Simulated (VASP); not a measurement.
# Ca3Si2N (P4/mmm) in VASP: single point with PBE

Aim: the single point of Ca3Si2N with PBE.

Everything below comes from runs of VASP 6.6.1. Logs are shortened: lines on timing, memory, paths and dates and some standing lists are left out, and cuts for length are marked.

## 1. The cell of the first run

It takes space group P4/mmm (No. 123, tetragonal). Conventional cell: a = 5.368 Å, b = 5.368 Å, c = 7.398 Å, α = 90.00°, β = 90.00°, γ = 90.00°. Within 3.5 Å of Ca (site symmetry mmm) lie 2 Ca at 2.68 Å and 2 N at 2.68 Å. Ca (site symmetry 4/mmm) has 2 Si at 2.61 Å and 4 Ca at 2.68 Å within 3.4 Å. Si (site symmetry 4mm) has 1 Si at 2.17 Å and 1 Ca at 2.61 Å within 2.9 Å. Within 3.5 Å of N (site symmetry 4/mmm) lie 4 Ca at 2.68 Å.

The cell was generated, and may not be a known phase.

## 2. Single point, PBE

INCAR reads:

```
SYSTEM = Ca3Si2N
PREC     = Accurate       ! precision mode
ENCUT    = 520            ! plane-wave cutoff, eV
EDIFF    = 1E-6           ! SCF threshold, eV
ISMEAR   = 0              ! smearing method
SIGMA    = 0.1            ! smearing width, eV
LREAL    = .False.        ! projectors in reciprocal space
LASPH    = .True.         ! aspherical terms in the spheres
NELM     = 100            ! most SCF steps
ALGO     = Normal         ! electronic algorithm
ISIF     = 2              ! what is computed and relaxed
LWAVE    = .False.        ! write WAVECAR
LCHARG   = .False.        ! write CHGCAR
GGA      = PE             ! functional
NBANDS   = 30             ! bands
```

KPOINTS reads:

```
Automatic mesh
0
Gamma
  4 4 4
  0 0 0
```

POSCAR reads:

```
Ca3Si2N
1.0
    5.3681886240      0.0000000000      0.0000000000
    0.0000000000      5.3681886240      0.0000000000
    0.0000000000      0.0000000000      7.3982166675
Ca Si N
3 2 1
Direct
    0.0000000000      0.5000000000      0.5000000000
    0.5000000000      0.0000000000      0.5000000000
    0.0000000000      0.0000000000      0.5000000000
    0.0000000000      0.0000000000      0.8533459046
    0.0000000000      0.0000000000      0.1466540954
    0.5000000000      0.5000000000      0.5000000000
```

Potentials or basis: VASP PAW PBE potentials, release 64 (Ca_sv, Si, N).

Run with:

```bash
$ cat potpaw_PBE.64/Ca_sv/POTCAR potpaw_PBE.64/Si/POTCAR potpaw_PBE.64/N/POTCAR > POTCAR
$ mpirun -np 1 vasp_std > vasp.out
```

OUTCAR:

```text
SYSTEM = Ca3Si2N
   PREC = Accurate
   ENCUT = 520
   EDIFF = 1E-6
   ISMEAR = 0
   LREAL = .False.
   LASPH = .True.
   NELM = 100
   ISIF = 2
   GGA = PE

 ion  position               nearest neighbor table
   1  0.000  0.500  0.500-   3 2.68   3 2.68
   2  0.500  0.000  0.500-   3 2.68   3 2.68
   3  0.000  0.000  0.500-   4 2.61   5 2.61   1 2.68   2 2.68   1 2.68   2 2.68
   4  0.000  0.000  0.853-   5 2.17   3 2.61
   5  0.000  0.000  0.147-   4 2.17   3 2.61
   6  0.500  0.500  0.500-

  LATTYP: Found a simple tetragonal cell.
 ALAT       =     5.3681886240
 C/A-ratio  =     1.3781588513

  Lattice vectors:

 A1 = (   5.3681886240,   0.0000000000,   0.0000000000)
 A2 = (   0.0000000000,   5.3681886240,   0.0000000000)
 A3 = (   0.0000000000,   0.0000000000,   7.3982166675)

Analysis of symmetry for initial positions (statically):
=====================================================================
 Subroutine PRICEL returns:
 Original cell was already a primitive cell.

 Routine SETGRP: Setting up the symmetry group for a
 simple tetragonal supercell.

 Subroutine GETGRP returns: Found 16 space group operations
 (whereof 16 operations were pure point group operations)
 out of a pool of 16 trial point group operations.

The static configuration has the point symmetry D_4h.

Analysis of symmetry for dynamics (positions and initial velocities):
=====================================================================
 Subroutine PRICEL returns:
 Original cell was already a primitive cell.

 Routine SETGRP: Setting up the symmetry group for a
 simple tetragonal supercell.

 Subroutine GETGRP returns: Found 16 space group operations
 (whereof 16 operations were pure point group operations)
 out of a pool of 16 trial point group operations.

The dynamic configuration has the point symmetry D_4h.

 Subroutine INISYM returns: Found 16 space group operations
 (whereof 16 operations are pure point group operations),
 and found     1 'primitive' translations

----------------------------------------------------------------------------------------

                                     Primitive cell

  volume of cell :     213.1977

  direct lattice vectors                    reciprocal lattice vectors
     5.368188624  0.000000000  0.000000000     0.186282575  0.000000000  0.000000000
     0.000000000  5.368188624  0.000000000     0.000000000  0.186282575  0.000000000
     0.000000000  0.000000000  7.398216667     0.000000000  0.000000000  0.135167709

  length of vectors
     5.368188624  5.368188624  7.398216667     0.186282575  0.186282575  0.135167709

  position of ions in fractional coordinates (direct lattice)
     0.000000000  0.500000000  0.500000000
     0.500000000  0.000000000  0.500000000
     0.000000000  0.000000000  0.500000000
     0.000000000  0.000000000  0.853345905
     0.000000000  0.000000000  0.146654095
     0.500000000  0.500000000  0.500000000

  ion indices of the primitive-cell ions
   primitive index   ion index
                 1           1
                 2           2
                 3           3
                 4           4
                 5           5
                 6           6

----------------------------------------------------------------------------------------

 KPOINTS: Automatic mesh

Automatic generation of k-mesh.
 Grid dimensions read from file:
 generate k-points for:    4    4    4

 Generating k-lattice:

  Cartesian coordinates                     Fractional coordinates (reciprocal lattice)
     0.046570644  0.000000000  0.000000000     0.250000000  0.000000000  0.000000000
     0.000000000  0.046570644  0.000000000     0.000000000  0.250000000  0.000000000
     0.000000000  0.000000000  0.033791927     0.000000000  0.000000000  0.250000000

  Length of vectors
     0.046570644  0.046570644  0.033791927

  Shift w.r.t. Gamma in fractional coordinates (k-lattice)
     0.000000000  0.000000000  0.000000000

 Subroutine IBZKPT returns following result:
 ===========================================

 Found     18 irreducible k-points:

 Following reciprocal coordinates:
            Coordinates               Weight
  0.000000  0.000000  0.000000      1.000000
  0.250000  0.000000  0.000000      4.000000
  0.500000  0.000000  0.000000      2.000000
  0.250000  0.250000  0.000000      4.000000
  0.500000  0.250000  0.000000      4.000000
  0.500000  0.500000  0.000000      1.000000
[... 10 lines left out ...]
  0.500000  0.250000  0.500000      4.000000
  0.500000  0.500000  0.500000      1.000000
   k-points           NKPTS =     18   k-points in BZ     NKDIM =     18   number of bands    NBANDS=     30
   number of dos      NEDOS =    301   number of ions     NIONS =      6
   total plane-waves  NPLWV =  89600
   dimension x,y,z NGX =    40 NGY =   40 NGZ =   56
   dimension x,y,z NGXF=    80 NGYF=   80 NGZF=  112
   ions per type =               3   2   1
   NGX,Y,Z   is equivalent  to a cutoff of  12.39, 12.39, 12.58 a.u.
   NGXF,Y,Z  is equivalent  to a cutoff of  24.77, 24.77, 25.17 a.u.
 SYSTEM =  Ca3Si2N
   PREC   = accura    normal or accurate (medium, high low for compatibility)
   ISTART =      0    job   : 0-new  1-cont  2-samecut
   ICHARG =      2    charge: 1-file 2-atom 10-const
   ISPIN  =      1    spin polarized calculation?
   LNONCOLLINEAR =      F non collinear calculations
   LSORBIT =      F    spin-orbit coupling
   LASPH  =      T    aspherical Exc in radial PAW
   ENCUT  =  520.0 eV  38.22 Ry    6.18 a.u.   9.98  9.98 13.76*2*pi/ulx,y,z
   NELM   =    100;   NELMIN=  2; NELMDL= -5     # of ELM steps
   EDIFF  = 0.1E-05   stopping-criterion for ELM
   LREAL  =      F    real-space projection
   EDIFFG = 0.1E-04   stopping-criterion for IOM
   NSW    =      0    number of steps for IOM
   IBRION =     -1    ionic relax: 0-MD 1-quasi-New 2-CG
   NFREE  =      0    steps in history (QN), initial steepest desc. (CG)
   ISIF   =      2    stress and relaxation
   ISYM   =      2    0-nonsym 1-usesym 2-fastsym
   POTIM  = 0.5000    time-step for ionic-motion
   TEBEG  =    0.0;   TEEND  =   0.0 temperature during run
   PSTRESS=    0.0 pullay stress
   NELECT =      43.0000    total number of electrons
   NUPDOWN=      -1.0000    fix difference up-down
   EMIN   =  10.00;   EMAX   =-10.00  energy-range for DOS
   EFERMI =   0.00;   METHOD = LEGACY
   ISMEAR =     0;   SIGMA  =   0.10  broadening in eV -4-tet -1-fermi 0-gaus
   EFERMI_NEDOS =   21; number of points for ismear=-14 and -15
   IALGO  =     38    algorithm
   IMIX   =      4    mixing-type and parameters
     AMIX     =   0.40;   BMIX     =  1.00
     AMIX_MAG =   1.60;   BMIX_MAG =  1.00
  volume/ion in A,a.u.               =      35.53       239.79
  Fermi-wavevector in a.u.,A,eV,Ry     =   0.960071  1.814272 12.540990  0.921737
  Thomas-Fermi vector in A             =   2.089323
   LORBIT       =      0    0 simple, 1 ext, 2 COOP (PROOUT), +10 PAW based schemes
   GGA     = PE    functional components
   LHFCALC =     F    Hartree Fock is set to
   AEXX    =    0.0000 exact exchange contribution
   IVDW    =     0    specifies the selected vdW correction
   LEPSILON=     F    determine dielectric tensor
   LRPA    =     F    only Hartree local field effects (RPA)
 non-spin polarized calculation
 Gauss-broadening in eV      SIGMA  =   0.10
  energy-cutoff  :      520.00
  volume of cell :      213.20
 maximum number of plane-waves:      5764
 NGX is ok and might be reduce to    40
   NGX = 19   NGY = 19   NGZ = 27

 number of electron      42.9999988 magnetization

 Free energy of the ion-electron system (eV)
  ---------------------------------------------------
  ext. energy  EPLUGINS =         0.00000000
  ---------------------------------------------------
  free energy    TOTEN  =       -17.64064632 eV

  energy without entropy =      -17.62688384  energy(sigma->0) =      -17.63376508

 E-fermi :   0.6922     XC(G=0):  -7.0207

 val. band max:        0.6670836455   @ k =   0.5000   0.0000   0.5000
 cond. band min:       0.7270928685   @ k =   0.5000   0.5000   0.0000
 fundamental gap:      0.0600092229
 Fermi energy:         0.6921717743

 k-point     1 :       0.0000    0.0000    0.0000
  band No.  band energies     occupation
      1     -41.0447      2.00000
      2     -40.8970      2.00000
      3     -40.4941      2.00000
      4     -23.0858      2.00000
      5     -23.0858      2.00000
      6     -21.9475      2.00000
[... 22 lines left out ...]
     29       4.3930      0.00000
     30       4.3930      0.00000

 k-point     2 :       0.2500    0.0000    0.0000
  band No.  band energies     occupation
      1     -41.0172      2.00000
      2     -40.9002      2.00000
      3     -40.5221      2.00000
      4     -23.0815      2.00000
      5     -22.8396      2.00000
      6     -21.9272      2.00000
[... 22 lines left out ...]
     29       3.9413      0.00000
     30       4.1313      0.00000

 k-point     3 :       0.5000    0.0000    0.0000
  band No.  band energies     occupation
      1     -40.9835      2.00000
      2     -40.9067      2.00000
      3     -40.5530      2.00000
      4     -23.0772      2.00000
      5     -22.3292      2.00000
      6     -22.0762      2.00000
[... 22 lines left out ...]
     29       3.4515      0.00000
     30       3.5422      0.00000

 k-point     4 :       0.2500    0.2500    0.0000
  band No.  band energies     occupation
      1     -40.9874      2.00000
      2     -40.9018      2.00000
      3     -40.5540      2.00000
      4     -22.8443      2.00000
      5     -22.8263      2.00000
      6     -21.9069      2.00000
[... 22 lines left out ...]
     29       3.9144      0.00000
     30       4.0729      0.00000

 k-point     5 :       0.5000    0.2500    0.0000
  band No.  band energies     occupation
      1     -40.9496      2.00000
      2     -40.9067      2.00000
      3     -40.5906      2.00000
      4     -22.8314      2.00000
      5     -22.3287      2.00000
      6     -22.0560      2.00000
[... 22 lines left out ...]
     29       3.5327      0.00000
     30       3.9684      0.00000
[... 328 lines left out ...]
     29       3.5718      0.00000
     30       3.7572      0.00000

 k-point    16 :       0.2500    0.2500    0.5000
  band No.  band energies     occupation
      1     -40.9874      2.00000
      2     -40.9018      2.00000
      3     -40.5540      2.00000
      4     -22.8443      2.00000
      5     -22.8263      2.00000
      6     -21.9070      2.00000
[... 22 lines left out ...]
     29       4.1716      0.00000
     30       4.2045      0.00000

 k-point    17 :       0.5000    0.2500    0.5000
  band No.  band energies     occupation
      1     -40.9496      2.00000
      2     -40.9067      2.00000
      3     -40.5906      2.00000
      4     -22.8314      2.00000
      5     -22.3287      2.00000
      6     -22.0560      2.00000
[... 22 lines left out ...]
     29       3.4841      0.00000
     30       3.6602      0.00000

 k-point    18 :       0.5000    0.5000    0.5000
  band No.  band energies     occupation
      1     -40.9067      2.00000
      2     -40.9067      2.00000
      3     -40.6374      2.00000
      4     -22.3607      2.00000
      5     -22.2970      2.00000
      6     -22.0326      2.00000
[... 22 lines left out ...]
     29       3.2318      0.00000
     30       3.5840      0.00000

------------------------ aborting loop because EDIFF is reached ----------------------------------------

  FORCE on cell =-STRESS in cart. coord.  units (eV):
  Direction    XX          YY          ZZ          XY          YZ          ZX
  --------------------------------------------------------------------------------------
  -------------------------------------------------------------------------------------
  Total        0.2018504      0.2018504      0.2123958      0.0000000      0.0000000     -0.0000000
  in kB        1.5169022      1.5169022      1.5961511      0.0000000      0.0000000     -0.0000000
  external PRESSURE =       1.5433185 kB  Pullay stress =       0.0000000 kB

 VOLUME and BASIS-vectors are now :
 -----------------------------------------------------------------------------
  energy-cutoff  :      520.00
  volume of cell :      213.20
      direct lattice vectors                 reciprocal lattice vectors
     5.368188624  0.000000000  0.000000000     0.186282575  0.000000000  0.000000000
     0.000000000  5.368188624  0.000000000     0.000000000  0.186282575  0.000000000
     0.000000000  0.000000000  7.398216667     0.000000000  0.000000000  0.135167709

 POSITION                                       TOTAL-FORCE (eV/Angst)
 -----------------------------------------------------------------------------------
      0.00000      2.68409      3.69911         0.000000      0.000000     -0.000000
      2.68409      0.00000      3.69911         0.000000      0.000000     -0.000000
      0.00000      0.00000      3.69911         0.000000      0.000000     -0.000000
      0.00000      0.00000      6.31324         0.000000      0.000000      0.023175
      0.00000      0.00000      1.08498         0.000000     -0.000000     -0.023175
      2.68409      2.68409      3.69911         0.000000      0.000000     -0.000000
 -----------------------------------------------------------------------------------
    total drift:                                0.000000      0.000000     -0.000000

  FREE ENERGIE OF THE ION-ELECTRON SYSTEM (eV)
  ---------------------------------------------------
  free  energy   TOTEN  =       -17.6406463179 eV

  energy  without entropy=      -17.6268838428  energy(sigma->0) =      -17.63376508
```

Wall time 2.2 min (1 thread of Intel Xeon Platinum 8259CL at 2.50GHz (Skylake/Cascade Lake), shared host); peak memory 0.34 GiB.

Results:

```
Free energy            : -17.6406 eV
Pressure               : 0.2 GPa
Largest force          : 0.023 eV/Å
Band gap on the k mesh : zero (an odd number of electrons rules out a gap without spin polarisation)
```

Forces on the atoms (eV/Å):
```
Ca   0.000  0.000  0.000
Ca   0.000  0.000  0.000
Ca   0.000  0.000  0.000
Si   0.000  0.000  0.023
Si   0.000  0.000 -0.023
N    0.000  0.000  0.000
```

The gap in the log of VASP goes by the Fermi energy; the results here count the filled bands.